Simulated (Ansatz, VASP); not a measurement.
**ZnO in VASP and in Ansatz**

```
Zn O
1.0
     3.35245    0.00000    0.00000
    -1.67623    2.90331    0.00000
     0.00000    0.00000    7.27029
Zn O
2 2
Direct
  0.00000 0.00000 0.25000
  0.00000 0.00000 0.75000
  0.66667 0.33333 0.75000
  0.33333 0.66667 0.25000
```

Change from the starting cell: volume scaled by 1.06.

Alike in both runs: task single point; functional PBEsol; k mesh 9 × 9 × 4; occupations fermi-dirac, width 0.05 eV; no spin polarisation.

|  | VASP | Ansatz |
| --- | --- | --- |
| version | VASP 6.6.1 | Ansatz 0.2.0 |
| potentials or method | VASP PAW PBE potentials, release 64 (Zn, O), cutoff 520 eV | all-electron LAPW, scalar-relativistic |

|  | VASP | Ansatz | Ansatz less VASP |
| --- | --- | --- | --- |
| gap on the k mesh at the Fermi level (eV) | 0.75 | 0.77 | +0.020 |
| least direct gap on the mesh (eV) | 0.75 | 0.77 | +0.020 |
| pressure (GPa) | -8.1 | -8.6 | -0.54 |
| traceless stress, the component that is largest in VASP (GPa) | 7.20 | 7.82 | +0.616 |

VASP's potentials were made for PBE, not for PBEsol. Ansatz ran all-electron here, and VASP with PAW potentials.
